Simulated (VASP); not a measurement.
Wanted: the native input for a VASP 6.6.1 run.

* Task: single point
* Functional: r2SCAN
* Potentials or basis: VASP PAW PBE potentials, release 64 (La)
* Cutoff: 520 eV
* k mesh: 12 × 12 × 12
* Occupations: fermi-dirac, width 0.1 eV
* Spin: no spin polarisation
* Dipole correction: no
* Further INCAR settings: ALGO = Normal; EDIFF = 1e-06; NBANDS = 12

Crystal: La.

```
La
1.0
     0.00000    2.54391    2.54391
     2.54391    0.00000    2.54391
     2.54391    2.54391    0.00000
La
1
Direct
  0.00000 0.00000 0.00000
```

This cell differs from its parent crystal: volume scaled by 0.88.

These files were run (other wordings do the same):

POSCAR

```
La
1.0
    0.0000000000      2.5439081841      2.5439081841
    2.5439081841      0.0000000000      2.5439081841
    2.5439081841      2.5439081841      0.0000000000
La
1
Direct
    0.0000000000      0.0000000000      0.0000000000
```

INCAR.step1

```
SYSTEM = La
  PREC = Accurate
  ENCUT = 520
  ISMEAR = -1
  SIGMA = 0.1
  LREAL = .FALSE.
  LASPH = .TRUE.
  NELM = 60
  NBANDS = 12
  GGA = PE
  ALGO = Normal
  EDIFF = 1E-4
  LWAVE = .TRUE.
  LCHARG = .FALSE.
```

INCAR.step2

```
SYSTEM = La
  PREC = Accurate
  ENCUT = 520
  EDIFF = 1E-6
  ISMEAR = -1
  SIGMA = 0.1
  LREAL = .FALSE.
  LASPH = .TRUE.
  NELM = 60
  ALGO = Normal
  ISIF = 2
  LWAVE = .FALSE.
  LCHARG = .FALSE.
  METAGGA = R2SCAN
  LMIXTAU = .TRUE.
  NBANDS = 12
  ISTART = 1
```

KPOINTS

```
regular mesh
0
G
  12 12 12
  0 0 0
```

Potentials or basis: VASP PAW PBE potentials, release 64 (La).

Launch:

```console
$ cat potpaw_PBE.64/La/POTCAR > POTCAR
$ cp INCAR.step1 INCAR
$ mpirun -np 1 vasp_std > vasp.out
$ cp INCAR.step2 INCAR
$ mpirun -np 1 vasp_std > vasp.out
```

It gave:

- Pressure: 3.2 GPa

Caveat: the PAW data sets were made with another functional, which shifts forces and pressure a little.

Wall time 3.8 min on 1 thread of Intel(R) Xeon(R) Platinum 8488C (Sapphire Rapids), on a shared host, peak memory 0.19 GiB.
